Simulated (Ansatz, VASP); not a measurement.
**GePt: VASP beside Ansatz**

```
Ge Pt
1.0
     5.73200    0.00000    0.00000
     0.00000    3.70100    0.00000
     0.00000    0.00000    6.08800
Ge Pt
4 4
Cartesian
  4.6143 2.7757 3.5919
  1.1177 0.9253 2.4961
  3.9837 0.9253 0.5479
  1.7483 2.7757 5.5401
  5.6747 2.7757 1.1872
  0.0573 0.9253 4.9008
  2.9233 0.9253 4.2312
  2.8087 2.7757 1.8568
```

Alike in both runs: task single point; functional PBE; k mesh 4 × 6 × 4; occupations gaussian, width 0.1 eV; no spin polarisation.

|  | VASP | Ansatz |
| --- | --- | --- |
| version | VASP 6.6.1 | Ansatz 0.2.0 |
| potentials or method | VASP PAW PBE potentials, release 64 (Ge_d, Pt), cutoff 520 eV | scalar-relativistic, plane waves, PAW |
| valence electrons in the cell | 96 | 128 |

```csv
,VASP,Ansatz,Ansatz less VASP
gap on the k mesh at the Fermi level (eV),none,none,-
pressure (GPa),7.9,8.0,0.00
"traceless stress, the component that is largest in VASP (GPa)",0.82,0.81,-0.009
rms of the force components (eV/Å),0.208,0.206,-0.0015
```

Atom by atom the forces differ by 0.002 eV/Å (rms over components). A gap of «none» marks a metal or a gap that the smearing closes. VASP's potentials hold 96 valence electrons a cell and Ansatz's 128, so a difference there can come from the potentials and not from the codes.

Neither program's run includes spin-orbit coupling.
